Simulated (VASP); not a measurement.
# Ti in VASP: a series of runs, part 2 of 2

VASP 6.6.1. Earlier steps stand in the parts before.

### 4 Single point, PBEsol

Contents of INCAR:

```
SYSTEM = Ti
PREC = Accurate
ENCUT = 500
EDIFF = 1E-6
ISMEAR = -1
SIGMA = 0.05
LREAL = .FALSE.
LASPH = .TRUE.
NELM = 120
ALGO = Normal
ISIF = 2
LWAVE = .FALSE.
LCHARG = .FALSE.
GGA = PS
NBANDS = 12
GGA_COMPAT = .FALSE.
```

Contents of KPOINTS:

```
Automatic mesh
0
G
  10 10 10
  0 0 0
```

Contents of POSCAR:

```
Ti
1.0
   -1.6081800000      1.6081800000      1.6410000000
    1.6081800000     -1.6081800000      1.6410000000
    1.6738200000      1.6738200000     -1.6410000000
Ti
1
Direct
    0.0000000000      0.0000000000      0.0000000000
```

Potentials or basis: VASP PAW PBE potentials, release 64 (Ti_sv).

On the command line:

```sh
$ cat potpaw_PBE.64/Ti_sv/POTCAR > POTCAR
$ mpirun -np 1 vasp_std > vasp.out
```

OUTCAR:

```text
SYSTEM = Ti
   PREC = Accurate
   ENCUT = 500
   EDIFF = 1E-6
   ISMEAR = -1
   LREAL = .FALSE.
   LASPH = .TRUE.
   NELM = 120
   ISIF = 2
   GGA = PS

 ion  position               nearest neighbor table
   1  0.000  0.000  0.000-

  LATTYP: Found a face centered orthorhombic cell.
 ALAT       =     3.2820000000
 B/A-ratio  =     1.3859292911
 C/A-ratio  =     1.4424978336

  Lattice vectors:

 A1 = (   3.2820000000,   0.0656400000,   0.0000000000)
 A2 = (   1.6738200000,   1.6738200000,   1.6410000000)
 A3 = (   1.6081800000,  -1.6081800000,   1.6410000000)

Analysis of symmetry for initial positions (statically):
=====================================================================
 Subroutine PRICEL returns:
 Original cell was already a primitive cell.

 Routine SETGRP: Setting up the symmetry group for a
 face centered orthorhombic supercell.

 Subroutine GETGRP returns: Found  8 space group operations
 (whereof  8 operations were pure point group operations)
 out of a pool of  8 trial point group operations.

The static configuration has the point symmetry D_2h.

Analysis of symmetry for dynamics (positions and initial velocities):
=====================================================================
 Subroutine PRICEL returns:
 Original cell was already a primitive cell.

 Routine SETGRP: Setting up the symmetry group for a
 face centered orthorhombic supercell.

 Subroutine GETGRP returns: Found  8 space group operations
 (whereof  8 operations were pure point group operations)
 out of a pool of  8 trial point group operations.

The dynamic configuration has the point symmetry D_2h.

 Subroutine INISYM returns: Found  8 space group operations
 (whereof  8 operations are pure point group operations),
 and found     1 'primitive' translations

----------------------------------------------------------------------------------------

[... 110 lines left out ...]
     AMIX_MAG =   1.60;   BMIX_MAG =  1.00
  volume/ion in A,a.u.               =      17.67       119.24
  Fermi-wavevector in a.u.,A,eV,Ry     =   1.439013  2.719339 28.174362  2.070757
  Thomas-Fermi vector in A             =   2.557915
   LORBIT       =      0    0 simple, 1 ext, 2 COOP (PROOUT), +10 PAW based schemes
   GGA     = PS    functional components
   LHFCALC =     F    Hartree Fock is set to
   AEXX    =    0.0000 exact exchange contribution
   IVDW    =     0    specifies the selected vdW correction
   LEPSILON=     F    determine dielectric tensor
   LRPA    =     F    only Hartree local field effects (RPA)
 non-spin polarized calculation
  energy-cutoff  :      500.00
  volume of cell :       17.67
 maximum number of plane-waves:       464
   NGX = 11   NGY = 11   NGZ = 11

 number of electron      11.9999999 magnetization

 Free energy of the ion-electron system (eV)
  ---------------------------------------------------
  ext. energy  EPLUGINS =         0.00000000
  ---------------------------------------------------
  free energy    TOTEN  =        -8.21626873 eV

  energy without entropy =       -8.19805936  energy(sigma->0) =       -8.20716405

 E-fermi :   7.7721     XC(G=0): -11.5498

 val. band max:        7.7686734299   @ k =   0.5000   0.1000   0.1000
 cond. band min:       7.7749824054   @ k =   0.3000   0.2000  -0.0000
 fundamental gap:      0.0063089755
 Fermi energy:         7.7720530400

 k-point     1 :       0.0000    0.0000    0.0000
  band No.  band energies     occupation
      1     -48.5551      2.00000
      2     -24.5504      2.00000
      3     -24.5231      2.00000
      4     -24.4958      2.00000
      5       1.8670      2.00000
      6       8.5489      0.00000
      7       8.7203      0.00000
      8       8.9406      0.00000
      9      10.4866      0.00000
     10      10.5084      0.00000
     11      24.6744      0.00000
     12      25.0913      0.00000
[... 331 lines left out ...]
 k-point    24 :       0.4000    0.3000   -0.0000
  band No.  band energies     occupation
      1     -48.4082      2.00000
      2     -25.0426      2.00000
      3     -24.8917      2.00000
      4     -24.6232      2.00000
      5       6.7073      2.00000
      6       7.1155      2.00000
      7       7.6230      1.90341
      8      10.4809      0.00000
      9      10.7612      0.00000
     10      14.5291      0.00000
     11      16.6961      0.00000
     12      17.2754      0.00000

 [... further k-points ...]
[... 5 lines left out ...]
  --------------------------------------------------------------------------------------
  -------------------------------------------------------------------------------------
  Total       -0.7649757     -0.7649757     -0.7475581     -0.1669254      0.0000000      0.0000000
  in kB      -69.3659367    -69.3659367    -67.7865559    -15.1363447      0.0000000      0.0000000
  external PRESSURE =     -68.8394765 kB  Pullay stress =       0.0000000 kB

 VOLUME and BASIS-vectors are now :
 -----------------------------------------------------------------------------
  energy-cutoff  :      500.00
  volume of cell :       17.67
      direct lattice vectors                 reciprocal lattice vectors
    -1.608180000  1.608180000  1.641000000    -0.006096284  0.304814186  0.304692261
     1.608180000 -1.608180000  1.641000000     0.304814186 -0.006096284  0.304692261
     1.673820000  1.673820000 -1.641000000     0.298717903  0.298717903  0.000000000

 POSITION                                       TOTAL-FORCE (eV/Angst)
 -----------------------------------------------------------------------------------
      0.00000      0.00000      0.00000        -0.000000     -0.000000     -0.000000
 -----------------------------------------------------------------------------------
    total drift:                                0.000000     -0.000000      0.000000

  FREE ENERGIE OF THE ION-ELECTRON SYSTEM (eV)
  ---------------------------------------------------
  free  energy   TOTEN  =        -8.2162687295 eV

  energy  without entropy=       -8.1980593633  energy(sigma->0) =       -8.20716405
```

OSZICAR:

```text
N       E                     dE             d eps       ncg     rms          rms(c)
DAV:   1     0.834264192007E+02    0.83426E+02   -0.63213E+03  4116   0.117E+03
DAV:   2    -0.541409474874E+01   -0.88841E+02   -0.86545E+02  4176   0.291E+02
DAV:   3    -0.932940335130E+01   -0.39153E+01   -0.38694E+01  5496   0.634E+01
DAV:   4    -0.942419354099E+01   -0.94790E-01   -0.94649E-01  4716   0.863E+00
DAV:   5    -0.942674419392E+01   -0.25507E-02   -0.25506E-02  4692   0.126E+00    0.853E+00
DAV:   6    -0.821452873832E+01    0.12122E+01   -0.29236E+00  4412   0.237E+01    0.202E+00
DAV:   7    -0.820831604559E+01    0.62127E-02   -0.75848E-02  4892   0.280E+00    0.124E+00
DAV:   8    -0.821585572186E+01   -0.75397E-02   -0.35599E-02  4316   0.226E+00    0.112E-01
DAV:   9    -0.821623786798E+01   -0.38215E-03   -0.22314E-03  5008   0.487E-01    0.734E-02
DAV:  10    -0.821628501617E+01   -0.47148E-04   -0.25063E-04  4344   0.178E-01    0.123E-02
DAV:  11    -0.821626895017E+01    0.16066E-04   -0.24822E-05  4680   0.771E-02    0.113E-02
DAV:  12    -0.821626872951E+01    0.22066E-06   -0.20907E-06  4352   0.183E-02
   1 F= -.82162687E+01 E0= -.82071640E+01  d E =-.182094E-01
```

Wall time 21 s (1 thread of Intel Xeon Platinum 8259CL at 2.50GHz (Skylake/Cascade Lake), shared host); peak memory 0.15 GiB.

Results:

```
Free energy            : -8.2163 eV
Pressure               : -6.9 GPa
Band gap on the k mesh : zero (band 6 reaches 8.72 eV, above the bottom of band 7 at 7.16 eV)
```

Stress tensor (GPa, compression positive):
```
-6.94 -1.51  0.00
-1.51 -6.94  0.00
 0.00  0.00 -6.78
```

Levels at points of the mesh, in eV from the Fermi level:
```
           k point  band 3  band 4  band 5  band 6  band 7  band 8  band 9  band 10
(0.00, 0.00, 0.00)  -32.30  -32.27   -5.91    0.78    0.95    1.17    2.71     2.74
(0.50, 0.00, 0.00)  -32.50  -32.30   -2.41   -0.39    1.11    2.70    3.03     4.19
(0.50, 0.50, 0.00)  -32.54  -32.32   -2.39   -0.32    1.40    2.59    2.89     4.31
(0.00, 0.00, 0.50)  -32.47  -32.28   -2.44   -0.45    0.84    2.80    3.17     4.10
(0.50, 0.50, 0.50)  -32.74  -32.70   -2.05   -2.03    3.69    3.85    4.03     8.17
```

Caveat: the PAW data sets were made with another functional, which shifts forces and pressure a little.

### 5 Single point, RPBE+D3(BJ)

This run uses another cell than the first one, of 12.42 Å³/atom, 0.703 times its volume.

Contents of INCAR:

```
SYSTEM = Ti
PREC     = Accurate       ! precision mode
ENCUT    = 520            ! plane-wave cutoff, eV
EDIFF    = 1E-6           ! SCF threshold, eV
ISMEAR   = -1             ! smearing method
SIGMA    = 0.05           ! smearing width, eV
LREAL    = .FALSE.        ! projectors in reciprocal space
LASPH    = .TRUE.         ! aspherical terms in the spheres
NELM     = 100            ! most SCF steps
ALGO     = Normal         ! electronic algorithm
ISIF     = 2              ! what is computed and relaxed
LWAVE    = .FALSE.        ! write WAVECAR
LCHARG   = .TRUE.         ! write CHGCAR
GGA      = RP             ! functional
IVDW     = 12             ! dispersion correction
LELF     = .TRUE.         ! ELF
LVHAR    = .TRUE.       
NBANDS   = 12             ! bands
```

Contents of KPOINTS:

```
regular mesh
0
G
  11 11 11
  0 0 0
```

Contents of POSCAR:

```
Ti
1.0
   -1.4587918160      1.4587918160      1.4587918160
    1.4587918160     -1.4587918160      1.4587918160
    1.4587918160      1.4587918160     -1.4587918160
Ti
1
Direct
    0.0000000000      0.0000000000      0.0000000000
```

Potentials or basis: VASP PAW PBE potentials, release 64 (Ti_sv).

On the command line:

```sh
$ cat potpaw_PBE.64/Ti_sv/POTCAR > POTCAR
$ mpirun -np 1 vasp_std > vasp.out
```

OUTCAR:

```text
SYSTEM = Ti
   PREC = Accurate
   ENCUT = 520
   EDIFF = 1E-6
   ISMEAR = -1
   LREAL = .FALSE.
   LASPH = .TRUE.
   NELM = 100
   ISIF = 2
   GGA = RP
   IVDW = 12
 IVDW          = 12

 ion  position               nearest neighbor table
   1  0.000  0.000  0.000-

  LATTYP: Found a body centered cubic cell.
 ALAT       =     2.9175836320

  Lattice vectors:

 A1 = (  -1.4587918160,   1.4587918160,   1.4587918160)
 A2 = (   1.4587918160,  -1.4587918160,   1.4587918160)
 A3 = (   1.4587918160,   1.4587918160,  -1.4587918160)

Analysis of symmetry for initial positions (statically):
=====================================================================
 Subroutine PRICEL returns:
 Original cell was already a primitive cell.

 Routine SETGRP: Setting up the symmetry group for a
 body centered cubic supercell.

 Subroutine GETGRP returns: Found 48 space group operations
[... 9 lines left out ...]

 Routine SETGRP: Setting up the symmetry group for a
 body centered cubic supercell.

 Subroutine GETGRP returns: Found 48 space group operations
[... 11 lines left out ...]
                                     Primitive cell

[... 144 lines left out ...]
      1     -44.0043      2.00000
      2     -19.0998      2.00000
      3     -19.0998      2.00000
      4     -19.0998      2.00000
      5       5.7477      2.00000
      6      13.4175      0.00000
      7      13.4175      0.00000
      8      13.4175      0.00000
      9      16.0216      0.00000
     10      16.0216      0.00000
     11      32.0521      0.00000
     12      32.0521      0.00000
[... 331 lines left out ...]
 k-point    24 :       0.3636    0.1818    0.0909
  band No.  band energies     occupation
      1     -43.5040      2.00000
      2     -20.6347      2.00000
      3     -19.9288      2.00000
      4     -19.4136      2.00000
      5      10.2206      2.00000
      6      11.1865      2.00000
      7      12.8631      0.00000
      8      16.4122      0.00000
      9      16.7225      0.00000
     10      21.4934      0.00000
     11      24.8808      0.00000
     12      27.1388      0.00000

 [... further k-points ...]

------------------------ aborting loop because EDIFF is reached ----------------------------------------

 Edisp (eV)   -5.03275

 E8    (eV) :    -3.4989

  FORCE on cell =-STRESS in cart. coord.  units (eV):
  Direction    XX          YY          ZZ          XY          YZ          ZX
  --------------------------------------------------------------------------------------
  -------------------------------------------------------------------------------------
  Total      -0.06772    -0.06772    -0.06772     0.00000    -0.00000     0.00000
  in kB      -8.73754    -8.73754    -8.73754     0.00000    -0.00000     0.00000
  external pressure =       -8.74 kB  Pullay stress =        0.00 kB

 VOLUME and BASIS-vectors are now :
 -----------------------------------------------------------------------------
  energy-cutoff  :      520.00
  volume of cell :       12.42
      direct lattice vectors                 reciprocal lattice vectors
    -1.458791816  1.458791816  1.458791816     0.000000000  0.342749387  0.342749387
     1.458791816 -1.458791816  1.458791816     0.342749387  0.000000000  0.342749387
     1.458791816  1.458791816 -1.458791816     0.342749387  0.342749387  0.000000000

 POSITION                                       TOTAL-FORCE (eV/Angst)
 -----------------------------------------------------------------------------------
      0.00000      0.00000      0.00000         0.000000     -0.000000      0.000000
 -----------------------------------------------------------------------------------
    total drift:                                0.000000     -0.000000      0.000000

  FREE ENERGIE OF THE ION-ELECTRON SYSTEM (eV)
  ---------------------------------------------------
  free  energy   TOTEN  =       -11.5500738321 eV

  energy  without entropy=      -11.5414556747  energy(sigma->0) =      -11.54576475
```

OSZICAR:

```text
N       E                     dE             d eps       ncg     rms          rms(c)
DAV:   1     0.876752982621E+02    0.87675E+02   -0.66003E+03  1356   0.130E+03
DAV:   2    -0.297474588874E+01   -0.90650E+02   -0.87881E+02  1372   0.306E+02
DAV:   3    -0.680097276152E+01   -0.38262E+01   -0.37882E+01  1700   0.640E+01
DAV:   4    -0.687702008648E+01   -0.76047E-01   -0.75976E-01  1512   0.796E+00
DAV:   5    -0.687881086075E+01   -0.17908E-02   -0.17907E-02  1532   0.103E+00    0.125E+01
DAV:   6    -0.646224438689E+01    0.41657E+00   -0.99540E-01  1444   0.155E+01    0.467E+00
DAV:   7    -0.648834198746E+01   -0.26098E-01   -0.12088E-01  1656   0.468E+00    0.187E+00
DAV:   8    -0.651698717956E+01   -0.28645E-01   -0.66588E-02  1432   0.261E+00    0.109E-01
DAV:   9    -0.651716289240E+01   -0.17571E-03   -0.63795E-03  1552   0.680E-01    0.145E-01
DAV:  10    -0.651735399156E+01   -0.19110E-03   -0.56365E-04  1408   0.224E-01    0.491E-02
DAV:  11    -0.651732434317E+01    0.29648E-04   -0.59995E-05  1544   0.115E-01    0.416E-03
DAV:  12    -0.651732232687E+01    0.20163E-05   -0.13083E-06  1304   0.137E-02    0.212E-03
DAV:  13    -0.651732269819E+01   -0.37132E-06   -0.50796E-07   892   0.629E-03
   1 F= -.11550074E+02 E0= -.11545765E+02  d E =-.861816E-02
```

Wall time 11 s (1 thread of Intel Xeon 8259CL, shared host); peak memory 0.14 GiB.

Results:

| Quantity | Value |
| --- | --- |
| Free energy | -11.5501 eV |
| Pressure | -0.9 GPa |
| Band gap on the k mesh | zero (band 6 reaches 13.42 eV, above the bottom of band 7 at 11.30 eV) |
| Dispersion energy per atom | -5.033 eV |

Caveat: the PAW data sets were made with another functional, which shifts forces and pressure a little; pairwise dispersion overbinds metals, which lowers pressure and volume.

### 6 Summary

```csv
level,cell,k mesh,cutoff (eV),gap on the mesh (eV),pressure (GPa)
PBEsol,"a = 2.852, b = 2.852, c = 2.833 Å, angles 109.5, 109.5, 109.7°, 1 atom",10 × 10 × 10,500,none,-6.9
PBEsol,"a = 2.823, b = 2.823, c = 2.861 Å, angles 109.5, 109.5, 108.9°, 1 atom",10 × 10 × 10,500,none,-6.9
PBEsol,"a = 2.805, b = 2.805, c = 2.880 Å, angles 109.5, 109.5, 108.4°, 1 atom",10 × 10 × 10,500,none,-6.9
RPBE+D3(BJ),"a = 2.527 Å, angles 109.5°, 1 atom",11 × 11 × 11,520,none,-0.9
```

Alike in all rows: task single point; potentials or basis VASP PAW PBE potentials, release 64 (Ti_sv); no spin polarisation; smearing fermi-dirac 0.05 eV.

Caveats: the PAW data sets were made with another functional, which shifts forces and pressure a little; pairwise dispersion overbinds metals, which lowers pressure and volume (some runs).

Absolute energies hang on the potentials; compare differences alone.
